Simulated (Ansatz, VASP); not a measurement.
**One calculation of K2BAs2, two programs**

```
K B As
1.0
     0.00000    0.00000    6.40388
     6.49972   -3.43666    3.20194
     6.49972    3.43666   -3.20194
K B As
4 2 4
Cartesian
  4.6312 2.2611 0.0000
  8.3682 -2.2611 6.4039
  4.6312 -2.2611 3.2019
  8.3682 2.2611 3.2019
  6.4997 0.0000 1.6010
  6.4997 0.0000 4.8029
  7.5998 -0.9606 3.2019
  5.3997 0.9606 3.2019
  7.5998 0.9606 0.0000
  5.3997 -0.9606 6.4039
```

Alike in both runs: functional r2SCAN; k mesh 4 × 4 × 4; no spin polarisation.

Ansatz relaxed the structure, and its values are those at the end. VASP's run is a single point on that final structure, the one shown.

```csv
,VASP,Ansatz
version,VASP 6.6.1,Ansatz 0.2.0
potentials or method,"VASP PAW PBE potentials, release 64 (K_sv, B, As), cutoff 520 eV",PAW plane waves
occupations,"fermi-dirac, width 0.1 eV",fermi-dirac
valence electrons in the cell,62,102
```

|  | VASP | Ansatz | Ansatz less VASP |
| --- | --- | --- | --- |
| pressure (GPa) | -2.1 | -2.2 | -0.04 |
| rms of the force components (eV/Å) | 0.015 | 0.009 | -0.0057 |

VASP's potentials were made for PBE, not for r2SCAN. VASP's potentials hold 62 valence electrons a cell and Ansatz's 102, so a difference there can come from the potentials and not from the codes. Ansatz's warnings: stress scf threshold loose.
